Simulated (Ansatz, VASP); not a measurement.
## KAg: VASP beside Ansatz

```
K Ag
1.0
     4.12435    0.00000    0.00000
     0.00000    4.12435    0.00000
     0.00000    0.00000    4.12435
K Ag
1 1
Direct
  0.00000 0.00000 0.00000
  0.50000 0.50000 0.50000
```

Alike in both runs: functional PBE; k mesh 14 × 14 × 14; occupations gaussian, width 0.1 eV; no spin polarisation.

Ansatz relaxed the structure, and its values are those at the end. VASP's run is a single point on that final structure, the one shown.

|  | VASP | Ansatz |
| --- | --- | --- |
| version | VASP 6.6.1 | Ansatz 0.2.0 |
| potentials or method | VASP PAW PBE potentials, release 64 (K_sv, Ag), cutoff 520 eV | scalar-relativistic, plane waves, PAW |
| valence electrons in the cell | 20 | 28 |

|  | VASP | Ansatz | Ansatz less VASP |
| --- | --- | --- | --- |
| gap on the k mesh at the Fermi level (eV) | none | none | - |
| pressure (GPa) | 0.0 | 0.0 | 0.00 |

A gap of «none» marks a metal or a gap that the smearing closes. With one functional, cell and mesh, what is left measures potentials, basis and numerics. VASP's potentials hold 20 valence electrons a cell and Ansatz's 28, so a difference there can come from the potentials and not from the codes.
